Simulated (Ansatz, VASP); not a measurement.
One calculation of Ga2SnO4, two programs

INCAR

```
ALGO = Normal
EDIFF = 1E-7
EDIFFG = -0.08
ENCUT = 600
GGA = PE
IBRION = 2
ISIF = 3
ISMEAR = 0
LASPH = T
LCHARG = F
LREAL = F
LWAVE = F
NELM = 80
NSW = 36
PREC = Accurate
SIGMA = 0.15
```

The input KPOINTS:

```
k-points
0
Gamma
  4 4 4
```

File POSCAR:

```
Ga2SnO4
1.0
   -2.3841077400      2.3841077400      4.5320796200
    2.3841077400     -2.3841077400      4.5320796200
    2.3841077400      2.3841077400     -4.5320796200
Ga Sn O
2 1 4
Direct
    0.2500000000      0.7500000000      0.5000000000
    0.7500000000      0.2500000000      0.5000000000
    0.5000000000      0.5000000000      0.0000000000
    0.6508269900      0.0927510000      0.0000000000
    0.3491730100      0.3491730100      0.4419240100
    0.9072490000      0.9072490000      0.5580759900
    0.0927510000      0.6508269900      0.0000000000
```

Input for Ansatz:

```yaml
crystal:
  lattice:
    - [-2.38410774, 2.38410774, 4.53207962]
    - [2.38410774, -2.38410774, 4.53207962]
    - [2.38410774, 2.38410774, -4.53207962]
  atoms:
    - { symbol: Ga, position: [0.25, 0.75, 0.5] }
    - { symbol: Ga, position: [0.75, 0.25, 0.5] }
    - { symbol: Sn, position: [0.5, 0.5, 0.0] }
    - { symbol: O, position: [0.65082699, 0.092751, 0.0] }
    - { symbol: O, position: [0.34917301, 0.34917301, 0.44192401] }
    - { symbol: O, position: [0.907249, 0.907249, 0.55807599] }
    - { symbol: O, position: [0.092751, 0.65082699, 0.0] }
basis:
  ecutwfc: 420
kpoints:
  mp_grid: { grid: [4, 4, 4] }
hamiltonian:
  xc: pbe
scf:
  occupations: { method: gaussian, width: 0.15 }
  lower_state_search: "off"
output:
  forces: true
  stress: true
  eigenvalues: true
relax:
  adjacent_minimum: "off"
  f_tol: 0.08
  max_steps: 16
  cell: { stress_tol: 0.8 }
```

Change from the starting cell: species swapped into the Cu2SnSe4 type (I-42m, No. 121).

Alike in both runs: task relaxation of cell and atoms; functional PBE; k mesh 4 × 4 × 4; occupations gaussian, width 0.15 eV; no spin polarisation.

```csv
,VASP,Ansatz
version,VASP 6.6.1,Ansatz 0.2.0
potentials or method,"VASP PAW PBE potentials, release 64 (Ga_d, Sn_d, O), cutoff 600 eV","scalar-relativistic, plane waves, PAW"
valence electrons in the cell,64,64
```

```csv
,VASP,Ansatz,Ansatz less VASP
"gap on the k mesh at the Fermi level, each at its own relaxed structure (eV)",1.41,1.45,+0.038
relaxed volume (Å³/atom),15.84,15.88,+0.037
relaxed length of the cell vector where the two differ most in proportion (Å),6.428,6.448,+0.0206
```

The k mesh is coarse, so the values compare programs but aren't converged.
